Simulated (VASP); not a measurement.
# Te2Mo: single point with r2SCAN

**Experimental background.**

“Broadband infrared study of pressure-tunable Fano resonance and metallization transition in 2H-MoTe2”, 2022, pmc:9569381 quotes, for a bulk crystal of Te2Mo at 300 K: band gap 0.88 ± 0.05 eV (indirect).

The system is Te2Mo.

```
Te Mo
1.0
     3.51820    0.00000    0.00000
    -1.75910    3.04685    0.00000
     0.00000    0.00000   13.97360
Te Mo
4 2
Cartesian
  0.0000 2.0312 8.6776
  1.7591 1.0156 1.6908
  0.0000 2.0312 12.2828
  1.7591 1.0156 5.2960
  0.0000 2.0312 3.4934
  1.7591 1.0156 10.4802
```

```
Program                : VASP 6.6.1
Task                   : single point
Functional             : r2SCAN
Potentials or basis    : VASP PAW PBE potentials, release 64 (Te, Mo_sv)
Cutoff                 : 520 eV
k mesh                 : 6 × 6 × 2
Occupations            : gaussian, width 0.1 eV
Spin                   : no spin polarisation
Dipole correction      : no
Further INCAR settings : ALGO = Normal; EDIFF = 1e-06; NBANDS = 35
```

```
Pressure               : 2.4 GPa
Largest force          : 0.048 eV/Å
Band gap on the k mesh : 0.94 eV, indirect (least direct gap 1.13 eV)
```

Forces on the atoms (eV/Å):
```
Te   0.000  0.000  0.048
Te   0.000  0.000  0.048
Te   0.000  0.000 -0.048
Te   0.000  0.000 -0.048
Mo   0.000  0.000  0.000
Mo   0.000  0.000  0.000
```

Stress tensor (GPa, compression positive):
```
2.57 0.00 0.00
0.00 2.57 0.00
0.00 0.00 1.94
```

Levels at points of the mesh, in eV from the valence-band top:
| k point | band 23 | band 24 | band 25 | band 26 | band 27 | band 28 | band 29 | band 30 |
| --- | --- | --- | --- | --- | --- | --- | --- | --- |
| (0.00, 0.00, 0.00) | -1.12 | -1.08 | -0.42 | 0.00 | 3.02 | 3.02 | 3.15 | 3.15 |
| (0.50, 0.00, 0.00) | -1.06 | -1.00 | -0.72 | -0.43 | 1.35 | 1.41 | 1.58 | 1.91 |
| (0.00, 0.00, 0.50) | -1.14 | -1.14 | -0.10 | -0.10 | 3.06 | 3.06 | 3.06 | 3.06 |
| (0.50, 0.00, 0.50) | -1.01 | -1.01 | -0.57 | -0.57 | 1.38 | 1.38 | 1.76 | 1.76 |

It took 2.9 min on 1 thread of AMD EPYC 9R45 96-Core Processor (Zen 5), on a shared host, peak memory 0.3 GiB.

Measured gap of Te2Mo: 0.88 eV (indirect; 300 K; quoted in “Broadband infrared study of pressure-tunable Fano resonance and metallization transition in 2H-MoTe2”, 2022, pmc:9569381). This calculation gives 0.94 eV (+0.06 eV). Spin-orbit coupling on Mo, Te is left out. The value is that of r2SCAN on a finite k mesh, which can miss the band edges, without temperature or zero-point motion.

Caveat: the PAW data sets were made with another functional, which shifts forces and pressure a little; spin-orbit coupling is left out, which moves the levels of the heavy elements.
